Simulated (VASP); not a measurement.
Runs of VASP 6.6.1 on Si. The structure is that of space group I4/mmm (No. 139), or close to it. The cells are those of the table. 

| cell | gap on the mesh (eV) | pressure (GPa) |
| --- | --- | --- |
| a = 2.814 Å, angles 102.7, 102.7, 124.0°, 1 atom | none | -11.2 |
| a = 2.495 Å, angles 106.3, 106.3, 116.1°, 1 atom | none | 22.5 |
| a = 2.707 Å, angles 106.1, 106.1, 116.4°, 1 atom | none | -7.9 |
| a = 2.766 Å, angles 101.1, 101.1, 127.9°, 1 atom | none | (b) |
| a = 2.467 Å, angles 105.3, 105.3, 118.2°, 1 atom | none | (a) |
| a = 2.865 Å, angles 104.3, 104.3, 120.3°, 1 atom | none | -12.6 |
| a = 2.441 Å, angles 104.3, 104.3, 120.3°, 1 atom | none | 41.1 |
| a = 2.602 Å, angles 102.6, 102.6, 124.3°, 1 atom | none | 9.1 |

Alike in all rows: task single point; level PBE+D3(BJ); potentials or basis VASP PAW PBE potentials, release 64 (Si); no spin polarisation; k mesh 22 × 22 × 22; cutoff (eV) 520; smearing gaussian 0.15 eV.

Question: Fill in the values left out.

Answer: (a) 30.5; (b) -4.3.

Caveats: the cell stands under tension (at least some runs); the cell stands under pressure (at least some runs).

A gap of «none» marks levels without a gap at the run's occupations.
